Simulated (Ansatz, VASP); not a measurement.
## LaB6: VASP beside Ansatz

```
La B
1.0
     4.14719    0.00000    0.00000
     0.00000    4.14719    0.00000
     0.00000    0.00000    4.14719
La B
1 6
Direct
  0.00000 0.00000 0.00000
  0.19987 0.50000 0.50000
  0.50000 0.19987 0.50000
  0.80013 0.50000 0.50000
  0.50000 0.80013 0.50000
  0.50000 0.50000 0.19987
  0.50000 0.50000 0.80013
```

Alike in both runs: functional r2SCAN; dispersion rVV10; k mesh 7 × 7 × 7; no spin polarisation.

Ansatz relaxed the structure, and its values are those at the end. VASP's run is a single point on that final structure, the one shown.

|  | VASP | Ansatz |
| --- | --- | --- |
| version | VASP 6.6.1 | Ansatz 0.2.0 |
| potentials or method | VASP PAW PBE potentials, release 64 (La, B) | plane waves, PAW |
| plane-wave cutoff (eV) | 520 | 500 |
| occupations | fermi-dirac, width 0.1 eV | fermi-dirac |
| valence electrons in the cell | 29 | 29 |

```csv
,VASP,Ansatz,Ansatz less VASP
pressure (GPa),0.2,0.0,-0.14
rms of the force components (eV/Å),0.012,0.000,-0.0121
```

VASP's potentials were made for PBE, not for r2SCAN.

Spin-orbit coupling is off throughout.
